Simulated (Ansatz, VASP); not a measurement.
## One calculation of Cr, two programs

```xyz
4
Lattice="2.6072 0.0000 0.0000 -1.3036 2.2579 0.0000 0.0000 0.0000 8.2428" Properties=species:S:1:pos:R:3 pbc="T T T"
Cr    0.0000    1.5053    3.1146
Cr    1.3036    0.7526    7.2360
Cr    1.3036    0.7526    5.1282
Cr    0.0000    1.5053    1.0068
```

Alike in both runs: functional PBE; k mesh 6 × 6 × 4; occupations gaussian, width 0.1 eV; no spin polarisation.

Ansatz relaxed the structure, and its values are those at the end. VASP's run is a single point on that final structure, the one shown.

|  | VASP | Ansatz |
| --- | --- | --- |
| version | VASP 6.6.1 | Ansatz 0.2.0 |
| potentials or method | VASP PAW PBE potentials, release 64 (Cr_pv), cutoff 520 eV | scalar-relativistic, plane waves, PAW |
| valence electrons in the cell | 48 | 56 |

VASP gave:

| Item | Value |
| --- | --- |
| gap on the k mesh at the Fermi level (eV) | none |
| pressure (GPa) | 0.0 |
| rms of the force components (eV/Å) | 0.077 |

Question: Estimate Ansatz's values.

Answer: gap on the k mesh at the Fermi level (eV): none; pressure (GPa): 0.0; rms of the force components (eV/Å): 0.017.

A gap of «none» marks a metal or a gap that the smearing closes. VASP's potentials hold 48 valence electrons a cell and Ansatz's 56, so a difference there can come from the potentials and not from the codes.

The k mesh is coarse, so the values compare programs but aren't converged.
